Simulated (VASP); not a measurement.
# ScOs3: single point with PBE

Crystal: ScOs3.

```
Sc Os
1.0
    -1.88133    1.88133    4.20245
     1.88133   -1.88133    4.20245
     1.88133    1.88133   -4.20245
Sc Os
1 3
Cartesian
  0.0000 0.0000 0.0000
  0.0000 0.0000 4.2025
  1.8813 0.0000 2.1012
  0.0000 1.8813 2.1012
```

```yaml
Program: VASP 6.6.1
Task: single point
Functional: PBE
Potentials_or_basis: VASP PAW PBE potentials, release 64 (Sc_sv, Os)
Cutoff: 520 eV
k_mesh: 6 × 6 × 6
Occupations: gaussian, width 0.1 eV
Spin: no spin polarisation
```

```json
{
 "Pressure": "11.9 GPa",
 "Band gap on the k mesh": "zero (an odd number of electrons rules out a gap without spin polarisation)"
}
```

Stress tensor (GPa, compression positive):
```
16.81  0.00  0.00
 0.00 16.81  0.00
 0.00  0.00  2.02
```

Levels at points of the mesh, in eV from the Fermi level:
```tsv
k point	band 15	band 16	band 17	band 18	band 19	band 20	band 21	band 22
(0.00, 0.00, 0.00)	-0.60	-0.49	-0.27	-0.27	1.76	1.83	2.61	4.01
(0.50, 0.00, 0.00)	-2.14	-1.06	-0.55	-0.41	-0.16	1.02	1.67	2.26
(0.50, 0.50, 0.00)	-0.97	-0.94	-0.78	0.41	0.63	1.07	1.25	2.14
(0.50, 0.50, 0.50)	0.11	0.11	1.36	1.36	1.93	2.29	3.97	3.97
```

Wall time 2.2 min on 1 thread of Oxide Virtual Turin-like Processor, with other jobs on the host, peak memory 0.22 GiB.

Caveat: the stress differs along the axes, from 2 to 17 GPa; spin-orbit coupling is left out, which moves the levels of the heavy elements.
